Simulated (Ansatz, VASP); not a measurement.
## LiS2: VASP beside Ansatz

```xyz
6
Lattice="3.0014 0.0000 0.0000 -1.5007 2.5993 0.0000 0.0000 0.0000 22.0000" Properties=species:S:1:pos:R:3 pbc="T T T"
Li    0.0000    0.0000    8.3796
Li    1.5007    0.8664   13.6204
S     0.0000    1.7328    7.2442
S     1.5007    0.8664    9.5150
S     0.0000    0.0000   12.4850
S     0.0000    1.7328   14.7558
```

Alike in both runs: task single point; functional PBE; dispersion D3(BJ); k mesh 6 × 6 × 1; occupations gaussian, width 0.1 eV; no spin polarisation.

|  | VASP | Ansatz |
| --- | --- | --- |
| version | VASP 6.6.1 | Ansatz 0.2.0 |
| potentials or method | VASP PAW PBE potentials, release 64 (Li_sv, S), cutoff 520 eV | scalar-relativistic, plane waves, PAW |
| valence electrons in the cell | 30 | 30 |

|  | VASP | Ansatz | Ansatz less VASP |
| --- | --- | --- | --- |
| gap on the k mesh at the Fermi level (eV) | none | none | - |
| rms of the force components (eV/Å) | 1.276 | 1.253 | -0.0230 |

Atom by atom the forces differ by 0.023 eV/Å (rms over components). A gap of «none» marks a metal or a gap that the smearing closes. Ansatz's warnings: slab cell height set.

The k mesh is coarse, so the values compare programs but aren't converged. Noted on VASP's run: the cutoff is short for stress, so the pressure is rough.
